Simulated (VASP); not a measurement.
## SiW (rocksalt type): single point with PBE

The system is SiW (rocksalt type).

```
CELL_PARAMETERS angstrom
0.00000 2.20824 2.20824
2.20824 0.00000 2.20824
2.20824 2.20824 0.00000
ATOMIC_POSITIONS crystal
W 0.00000 0.00000 0.00000
Si 0.50000 0.50000 0.50000
```

* Program: VASP 6.6.1
* Task: single point
* Functional: PBE
* Potentials or basis: VASP PAW PBE potentials, release 64 (W_sv, Si)
* Cutoff: 520 eV
* k mesh: 15 × 15 × 15
* Occupations: fermi-dirac, width 0.1 eV
* Spin: no spin polarisation
* Dipole correction: no
* Further INCAR settings: ALGO = Normal; EDIFF = 1e-06; NBANDS = 16

| Quantity | Value |
| --- | --- |
| Pressure | 161.1 GPa |
| Band gap on the k mesh | zero (band 9 reaches 17.32 eV, above the bottom of band 10 at 13.25 eV) |

Levels at points of the mesh, in eV from the Fermi level:
```tsv
k point	band 5	band 6	band 7	band 8	band 9	band 10	band 11	band 12	band 13	band 14
(0.00, 0.00, 0.00)	-15.01	-3.86	-3.86	-3.86	-2.63	-2.63	3.68	3.68	3.68	7.83
```

Wall time 11 s on 1 thread of Intel(R) Xeon(R) 6975P-C (Granite Rapids) (shared host), peak memory 0.16 GiB.

Caveat: spin-orbit coupling is left out, which moves the levels of the heavy elements.
